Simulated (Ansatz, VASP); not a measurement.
# HfSb3Pb2: VASP beside Ansatz

```
Hf Sb Pb
1.0
     6.08457    0.00000    0.00000
    -3.04228    5.26939    0.00000
     0.00000    0.00000    5.80200
Hf Sb Pb
1 3 2
Direct
  0.00000 0.00000 0.00000
  0.50000 0.00000 0.50000
  0.00000 0.50000 0.50000
  0.50000 0.50000 0.50000
  0.33333 0.66667 0.00000
  0.66667 0.33333 0.00000
```

Change from the starting cell: species swapped into the CeZn2Ni3 type (P6/mmm, No. 191).

Alike in both runs: functional PBE; k mesh 6 × 6 × 8; occupations gaussian, width 0.1 eV; no spin polarisation.

Ansatz relaxed the structure, and its values are those at the end. VASP's run is a single point on that final structure, the one shown.

```csv
,VASP,Ansatz
version,VASP 6.6.1,Ansatz 0.2.0
potentials or method,"VASP PAW PBE potentials, release 64 (Hf_pv, Sb, Pb_d), cutoff 520 eV","scalar-relativistic, plane waves, PAW"
valence electrons in the cell,53,99
```

Ansatz gave:

* gap on the k mesh at the Fermi level (eV): none
* pressure (GPa): 0.0

What did VASP give for the same quantities?

gap on the k mesh at the Fermi level (eV): none; pressure (GPa): -0.1.

A gap of «none» marks a metal or a gap that the smearing closes. VASP's potentials hold 53 valence electrons a cell and Ansatz's 99, so a difference there can come from the potentials and not from the codes.

Neither program's run includes spin-orbit coupling.
